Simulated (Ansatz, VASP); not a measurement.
**Ta2SiO3 in VASP and in Ansatz**

```
CELL_PARAMETERS angstrom
5.03019 0.00000 0.00000
-2.51509 4.35627 0.00000
0.00000 0.00000 3.21795
ATOMIC_POSITIONS crystal
Ta 0.33333 0.66667 0.50000
Ta 0.66667 0.33333 0.50000
Si 0.00000 0.00000 0.00000
O 0.59366 0.00000 0.00000
O 0.00000 0.59366 0.00000
O 0.40634 0.40634 0.00000
```

Alike in both runs: task relaxation of cell and atoms; functional PBE; k mesh 6 × 6 × 8; occupations gaussian, width 0.02 eV; no spin polarisation.

|  | VASP | Ansatz |
| --- | --- | --- |
| version | VASP 6.6.1 | Ansatz 0.2.0 |
| potentials or method | VASP PAW PBE potentials, release 64 (Ta_pv, Si, O), cutoff 600 eV | scalar-relativistic, plane waves, PAW |
| valence electrons in the cell | 44 | 48 |

Ansatz gave:

```
gap on the k mesh at the Fermi level, each at its own relaxed structure (eV) : 0.68
relaxed volume (Å³/atom)                                                     : 11.75
relaxed cell length with the largest relative difference (Å)                 : 3.223
```

Problem. Estimate VASP's values.

Solution. gap on the k mesh at the Fermi level, each at its own relaxed structure (eV): 0.69; relaxed volume (Å³/atom): 11.76; relaxed cell length with the largest relative difference (Å): 3.226.

VASP's potentials hold 44 valence electrons a cell and Ansatz's 48, so a difference there can come from the potentials and not from the codes.

Spin-orbit coupling is off throughout.
